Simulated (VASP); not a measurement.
Runs of VASP 6.6.1 on TiB2. The structure is that of space group P6/mmm (No. 191), or close to it. The cells are those of the table. 

```csv
task,level,potentials or basis,cell,cutoff (eV),gap on the mesh (eV),pressure (GPa),relaxed volume (Å³/atom)
relaxation of cell and atoms,LDA,"VASP PAW LDA potentials, release 64 (Ti_sv, B)","relaxed from a = 3.029, b = 3.029, c = 3.228 Å, angles 90.0, 90.0, 120.0°, 3 atoms",600,none,0.2,8.19
relaxation of cell and atoms,PBE,"VASP PAW PBE potentials, release 64 (Ti_sv, B)","relaxed from a = 3.029, b = 3.029, c = 3.228 Å, angles 90.0, 90.0, 120.0°, 3 atoms",600,none,-0.2,8.57
relaxation of cell and atoms,r2SCAN,"VASP PAW PBE potentials, release 64 (Ti_sv, B)","relaxed from a = 3.029, b = 3.029, c = 3.228 Å, angles 90.0, 90.0, 120.0°, 3 atoms",600,none,-0.3,-
single point,r2SCAN,"VASP PAW PBE potentials, release 64 (Ti_sv, B)","a = 3.025, b = 3.025, c = 3.223 Å, angles 90.0, 90.0, 120.0°, 3 atoms",520,none,(a),-
single point,PBE,"VASP PAW PBE potentials, release 64 (Ti_sv, B)","a = 3.033, b = 3.033, c = 3.224 Å, angles 90.0, 90.0, 120.0°, 3 atoms",520,none,0.2,-
single point,LDA,"VASP PAW LDA potentials, release 64 (Ti_sv, B)","a = 2.994, b = 2.994, c = 3.160 Å, angles 90.0, 90.0, 120.0°, 3 atoms",520,none,0.6,-
```

Alike in all rows: no spin polarisation; k mesh 13 × 13 × 10; smearing fermi-dirac 0.15 eV.

Problem. Fill in the values left out.

Solution. (a) 0.8.

Caveats: the PAW data sets were made with another functional, which shifts forces and pressure a little (at least some runs); the relaxation stopped at its first step, so nothing moved (at least some runs).

A gap of «none» marks levels without a gap at the run's occupations.
